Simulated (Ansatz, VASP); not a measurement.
# Two plane-wave programs on Ti12Si

INCAR

```
PREC = Accurate ; ENCUT = 520
EDIFF = 1E-7 ; ISMEAR = 0
SIGMA = 0.1 ; LREAL = F
LASPH = T ; NELM = 100
ALGO = Normal ; ISIF = 2
LWAVE = F ; LCHARG = F
LDIPOL = T ; IDIPOL = 3
DIPOL = 0.5 0.5 0.307 ; GGA = PE
IVDW = 12 ; NBANDS = 86
```

The input KPOINTS:

```
Automatic mesh
0
Gamma
  6 6 1
```

The input POSCAR:

```
Ti12Si
1.0
    5.7099611372      0.0000000000      0.0000000000
   -2.8549805686      4.9449713995      0.0000000000
    0.0000000000      0.0000000000     21.4932633465
Ti Si
12 1
Direct
    0.3333333333      0.1666666667      0.1861048244
    0.3333333333      0.6666666667      0.1861048244
    0.8333333333      0.1666666667      0.1861048244
    0.8333333333      0.6666666667      0.1861048244
    0.1666666667      0.3333333333      0.2907832195
    0.1666666667      0.8333333333      0.2907832195
    0.6666666667      0.3333333333      0.2907832195
    0.6666666667      0.8333333333      0.2907832195
    0.0000000000      0.0000000000      0.3951593208
    0.0000000000      0.5000000000      0.3951593208
    0.5000000000      0.0000000000      0.3951593208
    0.5000000000      0.5000000000      0.3951593208
    0.0833333333      0.1666666667      0.4975169742
```

Input for Ansatz:

```yaml
crystal:
  lattice:
    - [5.7099611372, 0.0, 0.0]
    - [-2.8549805686, 4.9449713995, 0.0]
    - [0.0, 0.0, 21.4932633465]
  atoms:
    - { symbol: Ti, position: [0.3333333333, 0.1666666667, 0.1861048244] }
    - { symbol: Ti, position: [0.3333333333, 0.6666666667, 0.1861048244] }
    - { symbol: Ti, position: [0.8333333333, 0.1666666667, 0.1861048244] }
    - { symbol: Ti, position: [0.8333333333, 0.6666666667, 0.1861048244] }
    - { symbol: Ti, position: [0.1666666667, 0.3333333333, 0.2907832195] }
    - { symbol: Ti, position: [0.1666666667, 0.8333333333, 0.2907832195] }
    - { symbol: Ti, position: [0.6666666667, 0.3333333333, 0.2907832195] }
    - { symbol: Ti, position: [0.6666666667, 0.8333333333, 0.2907832195] }
    - { symbol: Ti, position: [0.0, 0.0, 0.3951593208] }
    - { symbol: Ti, position: [0.0, 0.5, 0.3951593208] }
    - { symbol: Ti, position: [0.5, 0.0, 0.3951593208] }
    - { symbol: Ti, position: [0.5, 0.5, 0.3951593208] }
    - { symbol: Si, position: [0.0833333333, 0.1666666667, 0.4975169742] }
basis:
  ecutwfc: 420
kpoints:
  mp_grid: { grid: [6, 6, 1] }
hamiltonian:
  xc: pbe
  pseudopotentials: { kind: paw, azcp: { folder: soft_1 } }
  dispersion: d3bj
scf:
  occupations: { method: gaussian, width: 0.1 }
output:
  forces: true
  eigenvalues: true
efield:
  axis: 3
  dipole_correction: true
  ramp_width: 0.04
```

Alike in both runs: task single point; functional PBE; dispersion D3(BJ); k mesh 6 × 6 × 1; occupations gaussian, width 0.1 eV; no spin polarisation.

```csv
,VASP,Ansatz
version,VASP 6.6.1,Ansatz 0.2.0
potentials or method,"VASP PAW PBE potentials, release 64 (Ti_sv, Si), cutoff 520 eV","scalar-relativistic, plane waves, PAW"
valence electrons in the cell,148,148
```

```csv
,VASP,Ansatz,Ansatz less VASP
gap on the k mesh at the Fermi level (eV),none,none,-
rms of the force components (eV/Å),0.386,0.387,+0.0009
```

Atom by atom the forces differ by 0.007 eV/Å (rms over components). A gap of «none» marks a metal or a gap that the smearing closes.
